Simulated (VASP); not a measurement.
A run of VASP 6.6.1:

The input INCAR:

```
PREC = Accurate
ENCUT = 520
EDIFF = 1E-7
ISMEAR = 0
SIGMA = 0.1
LREAL = False
LASPH = True
NELM = 100
ALGO = Normal
ISIF = 2
LWAVE = False
LCHARG = False
GGA = PS
NBANDS = 23
```

Contents of KPOINTS:

```
regular mesh
0
Gamma
  10 10 10
```

POSCAR

```
CaB6
1.0
    4.1273389630      0.0000000000      0.0000000000
    0.0000000000      4.1273389630      0.0000000000
    0.0000000000      0.0000000000      4.1273389630
Ca B
1 6
Direct
    0.5000000000      0.5000000000      0.5000000000
    0.0000000000      0.0000000000      0.2983843340
    0.0000000000      0.0000000000      0.7016156660
    0.2983843340      0.0000000000      0.0000000000
    0.7016156660      0.0000000000      0.0000000000
    0.0000000000      0.2983843340      0.0000000000
    0.0000000000      0.7016156660      0.0000000000
```

Potentials or basis: VASP PAW PBE potentials, release 64 (Ca_sv, B).

Run with:

```sh
$ cat potpaw_PBE.64/Ca_sv/POTCAR potpaw_PBE.64/B/POTCAR > POTCAR
$ mpirun -np 1 vasp_std > vasp.out
```

Hardware: 1 thread of Intel(R) Xeon(R) 6975P-C (Granite Rapids), on a shared host.

Estimate the wall time of this run.

Wall time 41 s on 1 thread of Intel(R) Xeon(R) 6975P-C (Granite Rapids), with other jobs on the host, peak memory 0.22 GiB. Counts: scf iterations 15, k points 56.
